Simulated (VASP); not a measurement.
Wanted: the native input for a VASP 6.6.1 run.

```yaml
Task: relaxation of the atoms
Functional: PBEsol
Potentials_or_basis: VASP PAW PBE potentials, release 64 (Co, O)
Cutoff: 520 eV
k_mesh: 12 × 12 × 1
Occupations: gaussian, width 0.1 eV
Spin: collinear spin, ferromagnetic start
Starting_moments: "[1.94, 1.87, 1.83, 1.86, 1.92, 2.0] μB"
Dipole_correction: yes
Atoms_held_fixed_from_0: "[0, 1]"
Further_INCAR_settings: ALGO = Normal; EDIFF = 1e-07; NELMDL = -8; IBRION = 2; EDIFFG = -0.03; NSW = 90
```

The structure of Co5O lies in POSCAR:

```
Co5O
1.0
    2.4564223074      0.0000000000      0.0000000000
   -1.2282111537      2.1273241206      0.0000000000
    0.0000000000      0.0000000000     26.9388272200
Co O
5 1
Selective dynamics
Direct
    0.6666666667      0.3333333333      0.3155296974  F F F
    0.3333333333      0.6666666667      0.3892042783  F F F
    0.6666666667      0.3333333333      0.4631036929  T T T
    0.3333333333      0.6666666667      0.5374087348  T T T
    0.6666666667      0.3333333333      0.6089481809  T T T
    0.0000000000      0.0000000000      0.6572056640  T T T
```

One way to write it, as run:

INCAR

```
SYSTEM = Co5O
PREC = Accurate
ENCUT = 520
EDIFF = 1E-7
ISMEAR = 0
SIGMA = 0.1
LREAL = .False.
LASPH = .True.
NELM = 200
ALGO = Normal
ISIF = 2
LWAVE = .False.
LCHARG = .False.
ISPIN = 2
MAGMOM = 1.94 1.87 1.83 1.86 1.92 2
LORBIT = 11
LMAXMIX = 4
LDIPOL = .True.
IDIPOL = 3
DIPOL = 0.5 0.5 0.495
GGA = PS
IBRION = 2
NSW = 90
EDIFFG = -0.03
GGA_COMPAT = .False.
NELMIN = 4
NELMDL = -8
KPAR = 4
```

KPOINTS

```
regular mesh
0
Gamma
  12 12 1
  0 0 0
```

Potentials or basis: VASP PAW PBE potentials, release 64 (Co, O).

Launch:

```sh
$ cat potpaw_PBE.64/Co/POTCAR potpaw_PBE.64/O/POTCAR > POTCAR
$ mpirun -np 4 vasp_std > vasp.out
```

It gave:

```json
{"Energy gained by relaxing": "99.1 meV/atom", "Ionic steps": "13", "Net moment": "6.72 μB per cell", "Site moments": "Co +1.73, +1.66, +1.56, +1.64, +0.16; O -0.01 μB", "Valence electrons inside the program's atomic spheres": "Co 8.17, 8.35, 8.38, 8.33, 8.83; O 4.97"}
```

Run time: 25 min on 4 MPI ranks on Intel(R) Xeon(R) Platinum 8259CL CPU @ 2.50GHz (Skylake/Cascade Lake) (shared host), peak memory 0.39 GiB a rank.
